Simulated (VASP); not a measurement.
# MgZn2TeS2: single point with PBE

MgZn2TeS2:

```
Mg Zn Te S
1.0
     4.85401    0.00000    0.00000
     0.00000    5.32703    0.00000
     0.00000    0.00000    5.53991
Mg Zn Te S
1 2 1 2
Direct
  0.50000 0.50000 0.50000
  0.00000 0.00000 0.25529
  0.00000 0.00000 0.74471
  0.50000 0.50000 0.00000
  0.00000 0.50000 0.50000
  0.50000 0.00000 0.00000
```

The cell was generated, and may not be a known phase.

* Program: VASP 6.6.1
* Task: single point
* Functional: PBE
* Potentials or basis: VASP PAW PBE potentials, release 64 (Mg, Zn, Te, S)
* Cutoff: 520 eV
* k mesh: 8 × 8 × 8
* Occupations: gaussian, width 0.1 eV
* Spin: no spin polarisation

```json
{
  "Pressure": "0.0 GPa",
  "Band gap on the k mesh": "zero (bands 22 and 23 overlap by 0.76 eV)"
}
```

Levels at points of the mesh, in eV from the Fermi level:
```
           k point  band 19  band 20  band 21  band 22  band 23  band 24  band 25  band 26
(0.00, 0.00, 0.00)    -2.99    -2.10    -0.68    -0.06     0.24     1.70     2.96     3.17
(0.50, 0.00, 0.00)    -2.74    -1.48    -1.38    -0.58     1.32     1.58     3.08     3.21
(0.00, 0.50, 0.00)    -1.83    -0.88    -0.74    -0.54    -0.41     1.24     1.59     1.89
(0.50, 0.50, 0.00)    -2.50    -2.08    -1.63    -0.69     0.04     0.70     1.31     3.42
(0.00, 0.00, 0.50)    -3.16    -2.50    -0.70    -0.69    -0.20     3.13     3.25     3.45
(0.50, 0.00, 0.50)    -2.84    -2.45    -0.66     0.18     2.02     2.12     2.18     3.44
(0.00, 0.50, 0.50)    -2.37    -2.30    -1.67    -1.21    -0.48     1.26     2.21     3.95
(0.50, 0.50, 0.50)    -1.71    -1.16    -0.45    -0.02     0.62     1.52     2.16     3.80
```

Run time: 3.5 min on 1 thread of AMD EPYC 9R45 96-Core Processor (Zen 5), with other jobs on the host, peak memory 0.62 GiB.

Caveat: semilocal functionals underestimate gaps, and a narrow one can read as zero; spin-orbit coupling is left out, which moves the levels of the heavy elements.
